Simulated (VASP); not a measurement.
# P in VASP: notebook

The runs below take P through relaxation of cell and atoms, single point, with PBE.

All numbers are computed with VASP 6.6.1; they aren't measurements. Logs are shortened: lines on timing, memory, paths and dates and some standing lists are left out, and cuts for length are marked.

### 1 The cell of the first run

The structure is cubic, space group Fm-3m (No. 225). Conventional cell: a = 3.915 Å, b = 3.915 Å, c = 3.915 Å, α = 90.00°, β = 90.00°, γ = 90.00°. P (site symmetry m-3m) has 12 P at 2.77 Å within 3.6 Å.

### 2 Relaxation of cell and atoms, PBE

Contents of INCAR:

```
SYSTEM = P
PREC = Accurate
ENCUT = 600
EDIFF = 1E-7
ISMEAR = -1
SIGMA = 0.08
LREAL = .FALSE.
LASPH = .TRUE.
NELM = 80
ALGO = Normal
ISIF = 3
LWAVE = .FALSE.
LCHARG = .FALSE.
GGA = PE
IBRION = 2
NSW = 60
EDIFFG = -0.005
```

Contents of KPOINTS:

```
regular mesh
0
G
  17 17 17
  0 0 0
```

Contents of POSCAR:

```
P
1.0
    0.0000000000      1.9574338206      1.9574338206
    1.9574338206      0.0000000000      1.9574338206
    1.9574338206      1.9574338206      0.0000000000
P
1
Direct
    0.0000000000      0.0000000000      0.0000000000
```

Potentials or basis: VASP PAW PBE potentials, release 64 (P).

Run with:

```bash
$ cat potpaw_PBE.64/P/POTCAR > POTCAR
$ mpirun -np 1 vasp_std > vasp.out
```

OUTCAR:

```text
SYSTEM = P
   PREC = Accurate
   ENCUT = 600
   EDIFF = 1E-7
   ISMEAR = -1
   LREAL = .FALSE.
   LASPH = .TRUE.
   NELM = 80
   ISIF = 3
   GGA = PE
   IBRION = 2
   NSW = 60
   EDIFFG = -0.005

 ion  position               nearest neighbor table
   1  0.000  0.000  0.000-

  LATTYP: Found a face centered cubic cell.
 ALAT       =     3.9148676412

  Lattice vectors:

 A1 = (   0.0000000000,   1.9574338206,   1.9574338206)
 A2 = (   1.9574338206,   0.0000000000,   1.9574338206)
 A3 = (   1.9574338206,   1.9574338206,   0.0000000000)

Analysis of symmetry for initial positions (statically):
=====================================================================
 Subroutine PRICEL returns:
 Original cell was already a primitive cell.

 Routine SETGRP: Setting up the symmetry group for a
 face centered cubic supercell.

 Subroutine GETGRP returns: Found 48 space group operations
 (whereof 48 operations were pure point group operations)
 out of a pool of 48 trial point group operations.

The static configuration has the point symmetry O_h .

Analysis of symmetry for dynamics (positions and initial velocities):
=====================================================================
 Subroutine PRICEL returns:
 Original cell was already a primitive cell.

 Routine SETGRP: Setting up the symmetry group for a
 face centered cubic supercell.

 Subroutine GETGRP returns: Found 48 space group operations
 (whereof 48 operations were pure point group operations)
 out of a pool of 48 trial point group operations.

The dynamic configuration has the point symmetry O_h .

 Subroutine INISYM returns: Found 48 space group operations
 (whereof 48 operations are pure point group operations),
 and found     1 'primitive' translations

----------------------------------------------------------------------------------------

                                     Primitive cell

  volume of cell :      15.0000

  direct lattice vectors                    reciprocal lattice vectors
     0.000000000  1.957433821  1.957433821    -0.255436477  0.255436477  0.255436477
     1.957433821  0.000000000  1.957433821     0.255436477 -0.255436477  0.255436477
     1.957433821  1.957433821  0.000000000     0.255436477  0.255436477 -0.255436477

  length of vectors
     2.768229457  2.768229457  2.768229457     0.442428957  0.442428957  0.442428957
[... 84 lines left out ...]
   NFREE  =      1    steps in history (QN), initial steepest desc. (CG)
   ISIF   =      3    stress and relaxation
   ISYM   =      2    0-nonsym 1-usesym 2-fastsym
   POTIM  = 0.5000    time-step for ionic-motion
   TEBEG  =    0.0;   TEEND  =   0.0 temperature during run
   PSTRESS=    0.0 pullay stress
   NELECT =       5.0000    total number of electrons
   NUPDOWN=      -1.0000    fix difference up-down
   EMIN   =  10.00;   EMAX   =-10.00  energy-range for DOS
   EFERMI =   0.00;   METHOD = LEGACY
   ISMEAR =    -1;   SIGMA  =   0.08  broadening in eV -4-tet -1-fermi 0-gaus
   EFERMI_NEDOS =   21; number of points for ismear=-14 and -15
   IALGO  =     38    algorithm
   IMIX   =      4    mixing-type and parameters
     AMIX     =   0.40;   BMIX     =  1.00
     AMIX_MAG =   1.60;   BMIX_MAG =  1.00
  volume/ion in A,a.u.               =      15.00       101.22
  Fermi-wavevector in a.u.,A,eV,Ry     =   1.135101  2.145029 17.530477  1.288454
  Thomas-Fermi vector in A             =   2.271805
   LORBIT       =      0    0 simple, 1 ext, 2 COOP (PROOUT), +10 PAW based schemes
   GGA     = PE    functional components
   LHFCALC =     F    Hartree Fock is set to
   AEXX    =    0.0000 exact exchange contribution
   IVDW    =     0    specifies the selected vdW correction
   LEPSILON=     F    determine dielectric tensor
   LRPA    =     F    only Hartree local field effects (RPA)
 conjugate gradient relaxation of ions
 non-spin polarized calculation
  energy-cutoff  :      600.00
  volume of cell :       15.00
 maximum number of plane-waves:       531
 NGX is ok and might be reduce to    24

--------------------------------------- Ionic step        1  -------------------------------------------

 number of electron       5.0000000 magnetization

 Free energy of the ion-electron system (eV)
  ---------------------------------------------------
  ext. energy  EPLUGINS =         0.00000000
  ---------------------------------------------------
  free energy    TOTEN  =        -4.51351199 eV

  energy without entropy =       -4.49751915  energy(sigma->0) =       -4.50551557

------------------------ aborting loop because EDIFF is reached ----------------------------------------

  FORCE on cell =-STRESS in cart. coord.  units (eV):
  Direction    XX          YY          ZZ          XY          YZ          ZX
  --------------------------------------------------------------------------------------
  -------------------------------------------------------------------------------------
  Total       -0.2530706     -0.2530706     -0.2530706      0.0000000      0.0000000     -0.0000000
  in kB      -27.0309323    -27.0309323    -27.0309323      0.0000000      0.0000000     -0.0000000
  external PRESSURE =     -27.0309323 kB  Pullay stress =       0.0000000 kB
[... 57 lines left out ...]
--------------------------------------- Ionic step        3  -------------------------------------------

 number of electron       5.0000000 magnetization

 Free energy of the ion-electron system (eV)
  ---------------------------------------------------
  ext. energy  EPLUGINS =         0.00000000
  ---------------------------------------------------
  free energy    TOTEN  =        -4.51786171 eV

  energy without entropy =       -4.50287621  energy(sigma->0) =       -4.51036896

 E-fermi :   9.8614     XC(G=0): -11.4979

 val. band max:        9.8522020714   @ k =   0.3529   0.2941   0.0588
 cond. band min:       9.8757680067   @ k =  -0.2941   0.1765   0.0000
 fundamental gap:      0.0235659353
 Fermi energy:         9.8613815688

 k-point     1 :       0.0000    0.0000    0.0000
  band No.  band energies     occupation
      1      -6.5384      2.00000
      2      16.6434      0.00000
      3      16.6434      0.00000
      4      16.6434      0.00000
      5      21.2657      0.00000
      6      21.2657      0.00000
[... 199 lines left out ...]
 k-point    24 :      -0.1176    0.0588    0.0000
  band No.  band energies     occupation
      1      -5.9252      2.00000
      2      13.2730      0.00000
      3      14.8196      0.00000
      4      16.4907      0.00000
      5      21.4205      0.00000
      6      21.9302      0.00000

 [... further k-points ...]
[... 5 lines left out ...]
  --------------------------------------------------------------------------------------
  -------------------------------------------------------------------------------------
  Total        0.0001590      0.0001590      0.0001590      0.0000000     -0.0000000      0.0000000
  in kB        0.0175745      0.0175745      0.0175745      0.0000000     -0.0000000      0.0000000
  external PRESSURE =       0.0175745 kB  Pullay stress =       0.0000000 kB
[... 16 lines left out ...]
  FREE ENERGIE OF THE ION-ELECTRON SYSTEM (eV)
  ---------------------------------------------------
  free  energy   TOTEN  =        -4.5178617085 eV

  energy  without entropy=       -4.5028762061  energy(sigma->0) =       -4.51036896

 reached required accuracy - stopping structural energy minimisation
```

It took 23 s on 1 thread of Intel Xeon Platinum 8488C (Sapphire Rapids), shared host; peak memory 0.14 GiB.

Results:

```yaml
Free_energy: -4.5179 eV
Relaxed_volume: 14.50 Å³/atom
Relaxed_cell: a = 2.737 Å, b = 2.737 Å, c = 2.737 Å, α = 60.00°, β = 60.00°, γ = 60.00°
Space_group_after_relaxing_to_0.05_Å: Fm-3m (No. 225)
Energy_gained_by_relaxing: 4.3 meV/atom
Ionic_steps: 3
Pressure_after_relaxing: 0.0 GPa
```

The path:
```csv
step,energy change (eV),largest force (eV/Å),pressure (GPa),volume (Å³)
1,0.0000,0.0000,-2.70,15.00
2,-0.0043,0.0000,0.24,14.46
3,-0.0043,0.0000,0.00,14.50
```

Final structure:
```yaml
crystal:
  lattice:
    - [0.00000, 1.93532, 1.93532]
    - [1.93532, 0.00000, 1.93532]
    - [1.93532, 1.93532, 0.00000]
  atoms:
    - { symbol: P, position: [0.00000, 0.00000, 0.00000] }
```

Levels at points of the mesh, in eV from the Fermi level:
| k point | band 1 | band 2 | band 3 | band 4 | band 5 |
| --- | --- | --- | --- | --- | --- |
| (0.00, 0.00, 0.00) | -16.40 | 6.78 | 6.78 | 6.78 | 11.40 |

### 3 Single point, PBE

This run uses another cell than the first one: it holds 2 atoms, not 1.

Contents of INCAR:

```
PREC = Accurate
ENCUT = 520
EDIFF = 1E-6
ISMEAR = -1
SIGMA = 0.08
LREAL = F
LASPH = T
NELM = 60
ALGO = Normal
ISIF = 2
LWAVE = F
LCHARG = F
GGA = PE
NBANDS = 12
```

Contents of KPOINTS:

```
regular mesh
0
Gamma
  18 18 18
```

Contents of POSCAR:

```
P
1.0
    1.0228056047     -0.5905170912      3.3321166222
    0.0000000000      1.1810341824      3.3321166222
   -1.0228056047     -0.5905170912      3.3321166222
P
2
Direct
    0.2499998582      0.2499998582      0.2499998582
   -0.2499998582     -0.2499998582     -0.2499998582
```

Potentials or basis: VASP PAW PBE potentials, release 64 (P).

Run with:

```bash
$ cat potpaw_PBE.64/P/POTCAR > POTCAR
$ mpirun -np 1 vasp_std > vasp.out
```

OUTCAR:

```text
PREC = Accurate
   ENCUT = 520
   EDIFF = 1E-6
   ISMEAR = -1
   LREAL = F
   LASPH = T
   NELM = 60
   ISIF = 2
   GGA = PE

 ion  position               nearest neighbor table
   1  0.250  0.250  0.250-   2 2.04   2 2.04   2 2.04   2 2.04   2 2.04   2 2.04   2 2.89   2 2.89
                             2 2.89
   2  0.750  0.750  0.750-   1 2.04   1 2.04   1 2.04   1 2.04   1 2.04   1 2.04   1 2.89   1 2.89
                             1 2.89

  LATTYP: Found a trigonal (rhomboedric) cell.
 ALAT       =     3.5352288361
 COS(alpha) =     0.8325901019

  Lattice vectors:

 A1 = (   1.0228056047,  -0.5905170912,   3.3321166222)
 A2 = (   0.0000000000,   1.1810341824,   3.3321166222)
 A3 = (  -1.0228056047,  -0.5905170912,   3.3321166222)

Analysis of symmetry for initial positions (statically):
=====================================================================
 Subroutine PRICEL returns following result:

  LATTYP: Found a trigonal (rhomboedric) cell.
 ALAT       =     2.0422004284
 COS(alpha) =     0.4983284553

  Lattice vectors:

 A1 = (  -1.0228056047,  -0.5905170912,  -1.6660554761)
 A2 = (   0.0000000000,   1.1810341824,  -1.6660554761)
 A3 = (   1.0228056047,  -0.5905170912,  -1.6660611461)

   2 primitive cells build up your supercell.

 Routine SETGRP: Setting up the symmetry group for a
 trigonal (rhombohedral) supercell.

 Subroutine GETGRP returns: Found 12 space group operations
 (whereof 12 operations were pure point group operations)
 out of a pool of 12 trial point group operations.

The static configuration has the point symmetry D_3d.

Analysis of symmetry for dynamics (positions and initial velocities):
=====================================================================
 Subroutine PRICEL returns following result:

  LATTYP: Found a trigonal (rhomboedric) cell.
 ALAT       =     2.0422004284
 COS(alpha) =     0.4983284553

  Lattice vectors:
[... 132 lines left out ...]
     AMIX_MAG =   1.60;   BMIX_MAG =  1.00
  volume/ion in A,a.u.               =       6.04        40.74
  Fermi-wavevector in a.u.,A,eV,Ry     =   1.537361  2.905191 32.157077  2.363478
  Thomas-Fermi vector in A             =   2.643880
   LORBIT       =      0    0 simple, 1 ext, 2 COOP (PROOUT), +10 PAW based schemes
   GGA     = PE    functional components
   LHFCALC =     F    Hartree Fock is set to
   AEXX    =    0.0000 exact exchange contribution
   IVDW    =     0    specifies the selected vdW correction
   LEPSILON=     F    determine dielectric tensor
   LRPA    =     F    only Hartree local field effects (RPA)
 non-spin polarized calculation
  energy-cutoff  :      520.00
  volume of cell :       12.08
 maximum number of plane-waves:       337
   NGX = 13   NGY = 13   NGZ = 13

 number of electron      10.0000000 magnetization

 number of electron       9.9999999 magnetization

 Free energy of the ion-electron system (eV)
  ---------------------------------------------------
  ext. energy  EPLUGINS =         0.00000000
  ---------------------------------------------------
  free energy    TOTEN  =         2.24903938 eV

  energy without entropy =        2.25918934  energy(sigma->0) =        2.25411436

 E-fermi :  27.6364     XC(G=0): -15.6538

 val. band max:       27.6179928136   @ k =  -0.1667   0.5000   0.0556
 cond. band min:      27.6455226957   @ k =   0.4444   0.3333   0.0556
 fundamental gap:      0.0275298821
 Fermi energy:        27.6363541297

 k-point     1 :       0.0000    0.0000    0.0000
  band No.  band energies     occupation
      1      -1.5186      2.00000
      2       9.9408      2.00000
      3      11.7557      2.00000
      4      39.1167      0.00000
      5      39.1167      0.00000
      6      41.1442      0.00000
      7      41.1442      0.00000
      8      41.2980      0.00000
      9      41.4623      0.00000
     10      41.4623      0.00000
     11      46.9767      0.00000
     12      46.9938      0.00000
[... 331 lines left out ...]
 k-point    24 :      -0.2222    0.0556   -0.0000
  band No.  band energies     occupation
      1       1.4141      2.00000
      2      11.9512      2.00000
      3      14.9474      2.00000
      4      24.2859      2.00000
      5      28.1208      0.00468
      6      32.0062      0.00000
      7      34.0687      0.00000
      8      39.7007      0.00000
      9      40.1777      0.00000
     10      41.7979      0.00000
     11      47.8236      0.00000
     12      50.5603      0.00000

 [... further k-points ...]
[... 5 lines left out ...]
  --------------------------------------------------------------------------------------
  -------------------------------------------------------------------------------------
  Total       33.3108430     33.3108430     33.3174818     -0.0000000     -0.0000000      0.0000000
  in kB     4419.7651361   4419.7651360   4420.6459922     -0.0000000     -0.0000000      0.0000000
  external PRESSURE =    4420.0587548 kB  Pullay stress =       0.0000000 kB

 VOLUME and BASIS-vectors are now :
 -----------------------------------------------------------------------------
  energy-cutoff  :      520.00
  volume of cell :       12.08
      direct lattice vectors                 reciprocal lattice vectors
     1.022805605 -0.590517091  3.332116622     0.488851447 -0.282238515  0.100036515
     0.000000000  1.181034182  3.332116622     0.000000000  0.564477029  0.100036515
    -1.022805605 -0.590517091  3.332116622    -0.488851447 -0.282238515  0.100036515

 POSITION                                       TOTAL-FORCE (eV/Angst)
 -----------------------------------------------------------------------------------
      0.00000      0.00000      2.49909         0.000000      0.000000     -0.000000
      0.00000      0.00000      7.49726         0.000000      0.000000      0.000000
 -----------------------------------------------------------------------------------
    total drift:                               -0.000000      0.000000      0.000000

  FREE ENERGIE OF THE ION-ELECTRON SYSTEM (eV)
  ---------------------------------------------------
  free  energy   TOTEN  =         2.2490393783 eV

  energy  without entropy=        2.2591893425  energy(sigma->0) =        2.25411436
```

stdout:

```text
POSCAR found type information on POSCAR P
 POSCAR found :  1 types and       2 ions
 scaLAPACK will be used
 LDA part: xc-table for (Slater+PW92), standard interpolation
 POSCAR, INCAR and KPOINTS ok, starting setup
 FFT: planning ... GRIDC
 FFT: planning ... GRID_SOFT
 FFT: planning ... GRID
 WAVECAR not read
 entering main loop
```

Wall time 2.5 min (1 thread of Intel Xeon Platinum 8488C (Sapphire Rapids), shared host); peak memory 0.2 GiB.

What came out:

```yaml
Free_energy: 2.2490 eV
Pressure: 442.0 GPa
Band_gap_on_the_k_mesh: zero (band 5 reaches 39.12 eV, above the bottom of band 6 at 22.03 eV)
```

### 4 Single point, PBE

This run uses another cell than the first one: it holds 2 atoms, not 1.

Contents of INCAR:

```
PREC = Accurate
ENCUT = 520
EDIFF = 1E-7
ISMEAR = -1
SIGMA = 0.08
LREAL = False
LASPH = True
NELM = 100
ALGO = Normal
ISIF = 2
LWAVE = False
LCHARG = False
GGA = PE
NBANDS = 12
```

Contents of KPOINTS:

```
Automatic mesh
0
Gamma
  18 18 18
```

Contents of POSCAR:

```
P
1.0
    1.0229976297     -0.5906279569      3.3329345168
    0.0000000000      1.1812559137      3.3329345168
   -1.0229976297     -0.5906279569      3.3329345168
P
2
Direct
    0.2500000000      0.2500000000      0.2500000000
   -0.2500000000     -0.2500000000     -0.2500000000
```

Potentials or basis: VASP PAW PBE potentials, release 64 (P).

Run with:

```bash
$ cat potpaw_PBE.64/P/POTCAR > POTCAR
$ mpirun -np 1 vasp_std > vasp.out
```

OUTCAR:

```text
PREC = Accurate
   ENCUT = 520
   EDIFF = 1E-7
   ISMEAR = -1
   LREAL = False
   LASPH = True
   NELM = 100
   ISIF = 2
   GGA = PE

 ion  position               nearest neighbor table
   1  0.250  0.250  0.250-   2 2.04   2 2.04   2 2.04   2 2.04   2 2.04   2 2.04   2 2.89   2 2.89
                             2 2.89
   2  0.750  0.750  0.750-   1 2.04   1 2.04   1 2.04   1 2.04   1 2.04   1 2.04   1 2.89   1 2.89
                             1 2.89

  LATTYP: Found a trigonal (rhomboedric) cell.
 ALAT       =     3.5360738153
 COS(alpha) =     0.8326072647

  Lattice vectors:

[... 560 lines left out ...]
      8      39.6796      0.00000
      9      40.1587      0.00000
     10      41.7746      0.00000
     11      47.7929      0.00000
     12      50.5366      0.00000

 [... further k-points ...]
[... 5 lines left out ...]
  --------------------------------------------------------------------------------------
  -------------------------------------------------------------------------------------
  Total       33.2689246     33.2689246     33.2699554     -0.0000000     -0.0000000      0.0000000
  in kB     4411.4634621   4411.4634618   4411.6001447     -0.0000000     -0.0000000      0.0000000
  external PRESSURE =    4411.5090229 kB  Pullay stress =       0.0000000 kB

 VOLUME and BASIS-vectors are now :
 -----------------------------------------------------------------------------
  energy-cutoff  :      520.00
  volume of cell :       12.08
      direct lattice vectors                 reciprocal lattice vectors
     1.022997630 -0.590627957  3.332934517     0.488759686 -0.282185536  0.100011966
     0.000000000  1.181255914  3.332934517     0.000000000  0.564371072  0.100011966
    -1.022997630 -0.590627957  3.332934517    -0.488759686 -0.282185536  0.100011966

 POSITION                                       TOTAL-FORCE (eV/Angst)
 -----------------------------------------------------------------------------------
      0.00000     -0.00000      2.49970         0.000000     -0.000000      0.000000
      0.00000     -0.00000      7.49910        -0.000000      0.000000     -0.000000
 -----------------------------------------------------------------------------------
    total drift:                                0.000000      0.000000     -0.000000

  FREE ENERGIE OF THE ION-ELECTRON SYSTEM (eV)
  ---------------------------------------------------
  free  energy   TOTEN  =         2.2283596474 eV

  energy  without entropy=        2.2385112898  energy(sigma->0) =        2.23343547
```

OSZICAR:

```text
N       E                     dE             d eps       ncg     rms          rms(c)
DAV:   1     0.313472089566E+02    0.31347E+02   -0.54609E+03 14140   0.798E+02
DAV:   2     0.269337596073E+01   -0.28654E+02   -0.27193E+02 18620   0.143E+02
DAV:   3     0.204556328440E+01   -0.64781E+00   -0.64394E+00 17728   0.176E+01
DAV:   4     0.204468450313E+01   -0.87878E-03   -0.87871E-03 16500   0.773E-01
DAV:   5     0.204468336000E+01   -0.11431E-05   -0.11391E-05 17540   0.237E-02    0.303E+01
DAV:   6     0.216179562754E+01    0.11711E+00   -0.12610E-02 15516   0.788E-01    0.175E+01
DAV:   7     0.222821371170E+01    0.66418E-01   -0.27255E-02 15188   0.115E+00    0.161E-01
DAV:   8     0.222833241424E+01    0.11870E-03   -0.64153E-05 18580   0.700E-02    0.843E-02
DAV:   9     0.222835853677E+01    0.26123E-04   -0.12783E-05 16320   0.255E-02    0.840E-03
DAV:  10     0.222835946227E+01    0.92551E-06   -0.85511E-08 15012   0.247E-03    0.450E-03
DAV:  11     0.222835966397E+01    0.20169E-06   -0.54488E-09  9916   0.548E-04    0.265E-04
DAV:  12     0.222835964736E+01   -0.16613E-07   -0.38697E-10  8944   0.157E-04
   1 F= 0.22283596E+01 E0= 0.22334355E+01  d E =-.101516E-01
```

It took 3.4 min on 1 thread of Intel Xeon Platinum 8488C (Sapphire Rapids), shared host; peak memory 0.2 GiB.

What came out:

- Free energy: 2.2284 eV
- Pressure: 441.2 GPa
- Band gap on the k mesh: zero (band 5 reaches 39.10 eV, above the bottom of band 6 at 22.02 eV)

(Part 1 of 2 ends here.)
